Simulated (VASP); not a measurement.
Wanted: the native input for a VASP 6.6.1 run.

- Task: single point
- Functional: PBE-based screened hybrid
- Potentials or basis: VASP PAW PBE potentials, release 64 (Be, S)
- Cutoff: 520 eV
- k mesh: 4 × 4 × 4
- Occupations: fermi-dirac, width 0.05 eV
- Spin: no spin polarisation
- Dipole correction: no
- Grid for exact exchange (PRECFOCK): Normal
- Share of exact exchange: 0.25
- Further INCAR settings: ALGO = Normal; EDIFF = 1e-06; NBANDS = 12
- Screening parameter: 0.2 1/Å

Be2S:

```xyz
3
Lattice="3.1576 0.0000 0.0000 0.0000 3.1576 0.0000 0.0000 0.0000 3.9404" Properties=species:S:1:pos:R:3 pbc="T T T"
Be    0.0000    1.5788    0.6641
Be    1.5788    0.0000    3.2763
S     1.5788    1.5788    1.9702
```

These files were run (other wordings do the same):

POSCAR

```
Be2S
1.0
    3.1575700000      0.0000000000      0.0000000000
    0.0000000000      3.1575700000      0.0000000000
    0.0000000000      0.0000000000      3.9403700000
Be S
2 1
Direct
    0.0000000000      0.5000000000      0.1685400000
    0.5000000000      0.0000000000      0.8314600000
    0.5000000000      0.5000000000      0.5000000000
```

INCAR.step1

```
ALGO = Normal
EDIFF = 1E-5
ENCUT = 520
GGA = PE
ISIF = 2
ISMEAR = -1
LASPH = True
LREAL = False
LWAVE = True
NBANDS = 12
NELM = 100
PREC = Accurate
SIGMA = 0.05
```

INCAR.step2

```
AEXX = 0.25
ALGO = Normal
EDIFF = 1E-6
ENCUT = 520
GGA = PE
HFSCREEN = 0.2
ISIF = 2
ISMEAR = -1
ISTART = 1
LASPH = True
LCHARG = True
LELF = True
LHFCALC = True
LREAL = False
LVHAR = True
LWAVE = False
NBANDS = 12
NELM = 100
PREC = Accurate
PRECFOCK = Normal
SIGMA = 0.05
```

KPOINTS

```
k-points
0
Gamma
  4 4 4
```

Potentials or basis: VASP PAW PBE potentials, release 64 (Be, S).

Run with:

```console
$ cat potpaw_PBE.64/Be/POTCAR potpaw_PBE.64/S/POTCAR > POTCAR
$ cp INCAR.step1 INCAR
$ mpirun -np 1 vasp_std > vasp.out
$ cp INCAR.step2 INCAR
$ mpirun -np 1 vasp_std > vasp.out
```

It gave:

- Pressure: -1.0 GPa
- Largest force: 0.197 eV/Å
- Band gap on the k mesh: zero (band 5 reaches 6.09 eV, above the bottom of band 6 at 5.09 eV)

Caveat: the k points lie up to 0.50 Å⁻¹ apart; the PAW data sets were made with another functional, which shifts forces and pressure a little.

It took 2.1 min on 1 thread of Intel(R) Xeon(R) Platinum 8488C (Sapphire Rapids), with other jobs on the host, peak memory 0.24 GiB.
